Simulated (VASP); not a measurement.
Set up this calculation in VASP 6.6.1, as the native input.

```
Task                   : single point
Functional             : PBEsol
Potentials or basis    : VASP PAW PBE potentials, release 64 (Al, C, H)
Cutoff                 : 520 eV
k mesh                 : 3 × 3 × 1
Occupations            : gaussian, width 0.1 eV
Spin                   : no spin polarisation
Dipole correction      : no
Further INCAR settings : LREAL = Auto; ALGO = Normal; EDIFF = 1e-06; NBANDS = 36
```

The structure of Al12H3C lies in POSCAR:

```
Al12H3C
1.0
    5.7275650000      0.0000000000      0.0000000000
    2.8637820000      4.9602170000      0.0000000000
    0.0000000000      0.0000000000     15.6765370000
Al C H
12 1 3
Direct
    0.1666666208      0.1666667003      0.0637895984
    0.6666667081      0.1666667003      0.0637895984
    0.1666666712      0.6666665995      0.0637895984
    0.6666667585      0.6666665995      0.0637895984
   -0.1576562576      0.3351859405      0.2081695084
    0.3387129590      0.3387672354      0.2105218774
   -0.1567267378      0.8387354827      0.2072085818
    0.3400805272      0.8344782093      0.2111278148
   -0.0310800456      0.0123919982      0.3603276030
    0.5107150499     -0.0038447915      0.3473706597
   -0.0238617814      0.5229678460      0.3523412728
    0.5224392245      0.4836856936      0.3610479151
    0.1971640452      0.6874011762      0.4364753517
    0.1828409895      0.1857408658      0.4004323149
    0.1227097549      0.5871682630      0.4805695926
    0.2686459600      0.7907629848      0.4803915559
```

These files were run (other wordings do the same):

INCAR

```
SYSTEM = Al12H3C
ALGO = Normal
EDIFF = 1E-6
ENCUT = 520
GGA = PS
ISIF = 2
ISMEAR = 0
LASPH = .True.
LCHARG = .True.
LELF = .True.
LREAL = Auto
LVHAR = .True.
LWAVE = .False.
NBANDS = 36
NELM = 100
PREC = Accurate
SIGMA = 0.1
```

KPOINTS

```
k-points
0
Gamma
  3 3 1
  0 0 0
```

Potentials or basis: VASP PAW PBE potentials, release 64 (Al, C, H).

Run with:

```bash
$ cat potpaw_PBE.64/Al/POTCAR potpaw_PBE.64/C/POTCAR potpaw_PBE.64/H/POTCAR > POTCAR
$ mpirun -np 1 vasp_std > vasp.out
```

It gave:

```yaml
Largest_force: 0.155 eV/Å
Band_gap_on_the_k_mesh: zero (an odd number of electrons rules out a gap without spin polarisation)
```

Caveat: the k points lie up to 0.42 Å⁻¹ apart, too coarse for converged energies and pressures of a metal; the PAW data sets were made with another functional, which shifts forces and pressure a little.

It took 110 s on 1 thread of Intel(R) Xeon(R) 6975P-C (Granite Rapids) (shared host), peak memory 0.55 GiB.
